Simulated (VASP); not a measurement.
Input of a VASP 6.6.1 run:

The input INCAR:

```
PREC = Accurate ; ENCUT = 600
EDIFF = 1E-6 ; ISMEAR = 0
SIGMA = 0.02 ; LREAL = F
LASPH = T ; NELM = 60
ALGO = Normal ; ISIF = 3
LWAVE = F ; LCHARG = F
GGA = PE ; IBRION = 2
NSW = 100 ; EDIFFG = -0.01
```

Contents of KPOINTS:

```
regular mesh
0
Gamma
  6 6 6
```

File POSCAR:

```
Al2B3P5
1.0
    5.4085254500     -2.4796853287      0.0000000000
    5.4085254500      2.4796853287      0.0000000000
   -5.2926470227      0.0000000000      5.5851889950
Al B P
2 3 5
Direct
    0.1034208675      0.5025579140      0.8968509072
    0.4974420860      0.8965791325      0.1031490928
    0.6882179638      0.0889494050      0.6824327783
    0.9110505950      0.3117820362      0.3175672217
    0.3062073591      0.6937926409      0.5000000000
    0.6195154034      0.5134105740      0.7575790522
    0.9748620126      0.0251379874      0.0000000000
    0.4865894260      0.3804845966      0.2424209478
    0.8937715521      0.7310772655      0.4316640941
    0.2689227345      0.1062284479      0.5683359059
```

Potentials or basis: VASP PAW PBE potentials, release 64 (Al, B, P).

Launch:

```bash
$ cat potpaw_PBE.64/Al/POTCAR potpaw_PBE.64/B/POTCAR potpaw_PBE.64/P/POTCAR > POTCAR
$ mpirun -np 1 vasp_std > vasp.out
```

(1) Estimate the band gap on the k mesh.

(2) Predict the space group after relaxing (to 0.1 Å).

Results:

(1) 1.03 eV (least direct gap 1.72 eV).

(2) C2 (No. 5).
